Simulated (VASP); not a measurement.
Write the native input for VASP 6.6.1 that does the following.

```
Task                   : relaxation of cell and atoms
Functional             : LDA
Potentials or basis    : VASP PAW LDA potentials, release 64 (Al, P)
Cutoff                 : 500 eV
k mesh                 : 8 × 8 × 8
Occupations            : gaussian, width 0.02 eV
Spin                   : no spin polarisation
Dipole correction      : no
Further INCAR settings : ALGO = Normal; EDIFF = 1e-07; IBRION = 2; EDIFFG = -0.002; NSW = 100; ISIF = 3
```

The structure of AlP lies in POSCAR:

```
AlP
1.0
    0.0000000000      2.7320000000      2.7320000000
    2.7320000000      0.0000000000      2.7320000000
    2.7320000000      2.7320000000      0.0000000000
Al P
1 1
Direct
    0.0000000000      0.0000000000      0.0000000000
    0.2500000000      0.2500000000      0.2500000000
```

The input as run:

INCAR

```
SYSTEM = AlP
ALGO = Normal
EDIFF = 1E-7
EDIFFG = -0.002
ENCUT = 500
GGA_COMPAT = .FALSE.
IBRION = 2
ISIF = 3
ISMEAR = 0
LASPH = .TRUE.
LCHARG = .FALSE.
LREAL = .FALSE.
LWAVE = .FALSE.
NELM = 120
NELMIN = 4
NSW = 100
PREC = Accurate
SIGMA = 0.02
```

KPOINTS

```
k-points
0
G
  8 8 8
  0 0 0
```

Potentials or basis: VASP PAW LDA potentials, release 64 (Al, P).

The run is started by

```bash
$ cat potpaw_LDA.64/Al/POTCAR potpaw_LDA.64/P/POTCAR > POTCAR
$ mpirun -np 1 vasp_std > vasp.out
```

It gave:

```
Relaxed volume                        : 20.07 Å³/atom
Relaxed cell                          : a = 3.843 Å, b = 3.843 Å, c = 3.843 Å, α = 60.00°, β = 60.00°, γ = 60.00°
Space group after relaxing (to 0.1 Å) : F-43m (No. 216)
Energy gained by relaxing             : 1.4 meV/atom
Ionic steps                           : 3
Pressure after relaxing               : 0.0 GPa
Band gap on the k mesh                : 1.42 eV (least direct gap 3.24 eV)
```

It took 38 s on 1 thread of Intel Xeon 8259CL, with other jobs on the host, peak memory 0.14 GiB.
